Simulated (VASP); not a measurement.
Here is a VASP 6.6.1 calculation.

File INCAR:

```
SYSTEM = Te
ALGO = Normal
EDIFF = 1E-7
EDIFFG = -0.005
ENCUT = 600
GGA = PE
IBRION = 2
ISIF = 3
ISMEAR = -1
LASPH = .True.
LCHARG = .False.
LREAL = .False.
LWAVE = .False.
NELM = 60
NSW = 32
PREC = Accurate
PSTRESS = 1900.0
SIGMA = 0.1
```

KPOINTS

```
k-points
0
Gamma
  8 8 12
  0 0 0
```

POSCAR

```
Te
1.0
    4.3592718663      0.0000000000      0.0000000000
   -2.1796359331      3.7752401782      0.0000000000
    0.0000000000      0.0000000000      2.6153431492
Te
3
Direct
    0.0000000000      0.0000000000      0.0000000000
    0.3333333333      0.6666666667      0.5000000000
    0.6666666667      0.3333333333      0.5000000000
```

Potentials or basis: VASP PAW PBE potentials, release 64 (Te).

The run is started by

```sh
$ cat potpaw_PBE.64/Te/POTCAR > POTCAR
$ mpirun -np 1 vasp_std > vasp.out
```

Estimate the relaxed volume.

14.39 Å³/atom.

Predict the relaxed cell.

a = 4.363 Å, b = 4.363 Å, c = 2.618 Å, α = 90.00°, β = 90.00°, γ = 120.00°.

Step by step:
| step | energy change (eV) | largest force (eV/Å) | pressure (GPa) | volume (Å³) |
| --- | --- | --- | --- | --- |
| 1 | 0.0000 | 0.0000 | 192.11 | 43.04 |
| 2 | -1.3535 | 0.0000 | 173.56 | 44.23 |
| 3 | -0.1539 | 0.0000 | 189.99 | 43.17 |
| 4 | -0.1508 | 0.0000 | 190.03 | 43.17 |
| 5 | -0.1508 | 0.0000 | 190.03 | 43.17 |
| 6 | -0.1508 | 0.0000 | 190.03 | 43.17 |

Caveat: the cell is relaxed towards a set pressure, so the run minimises the enthalpy, not the energy; the highest band is partly filled, so the run has too few bands.
